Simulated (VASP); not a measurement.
Zr3PdSe4:

```
Zr Pd Se
1.0
     2.47741    1.43034    8.23554
    -2.47741    1.43034    8.23554
     0.00000   -2.86067    8.23554
Zr Pd Se
3 1 4
Direct
  0.24777 0.24777 0.24777
  0.75223 0.75223 0.75223
  0.50000 0.50000 0.50000
  0.00000 0.00000 0.00000
  0.61896 0.61896 0.61896
  0.12903 0.12903 0.12903
  0.87098 0.87098 0.87098
  0.38104 0.38104 0.38104
```

The cell was generated, and may not be a known phase.

```yaml
Program: VASP 6.6.1
Task: relaxation of cell and atoms
Functional: PBE
Potentials_or_basis: VASP PAW PBE potentials, release 64 (Zr_sv, Pd, Se)
Cutoff: 600 eV
k_mesh: 3 × 3 × 3
Occupations: gaussian, width 0.15 eV
Spin: no spin polarisation
```

At the start: pressure -12.0 GPa; volume 21.89 Å³/atom.

Task: How do energy, volume and symmetry change on relaxing?

Result: Over 10 steps the energy falls by 152.0 meV/atom and the volume is 18.81 Å³/atom (-14.0 %); space group R-3m (No. 166, to 0.1 Å) before and after.

Step by step:
| step | energy change (eV) | largest force (eV/Å) | pressure (GPa) | volume (Å³) |
| --- | --- | --- | --- | --- |
| 1 | 0.0000 | 0.6914 | -12.05 | 175.10 |
| 2 | -0.4081 | 1.5388 | 15.30 | 136.61 |
| 3 | -1.0445 | 0.9333 | -0.02 | 151.64 |
| 4 | -1.0446 | 0.9486 | 0.33 | 151.20 |
| 5 | -1.1235 | 0.6402 | 0.37 | 150.68 |
| 6 | -1.1904 | 0.1019 | 0.79 | 149.60 |
| 7 | -1.2111 | 0.0531 | -1.04 | 151.89 |
| 8 | -1.2140 | 0.0122 | -0.59 | 151.28 |
| 9 | -1.2138 | 0.0882 | 0.64 | 149.71 |
| 10 | -1.2162 | 0.0485 | 0.00 | 150.51 |

Final structure:
```
Zr Pd Se
1.0
     2.36827    1.36732    7.74670
    -2.36827    1.36732    7.74670
     0.00000   -2.73464    7.74670
Zr Pd Se
3 1 4
Direct
  0.25464 0.25464 0.25464
  0.74536 0.74536 0.74536
  0.50000 0.50000 0.50000
  0.00000 0.00000 0.00000
  0.61869 0.61869 0.61869
  0.13275 0.13275 0.13275
  0.86725 0.86725 0.86725
  0.38131 0.38131 0.38131
```

Caveat: the k points lie up to 0.52 Å⁻¹ apart in the final cell; the relaxation stopped at a loose force limit of 0.08 eV/Å, so its end isn't a converged minimum.
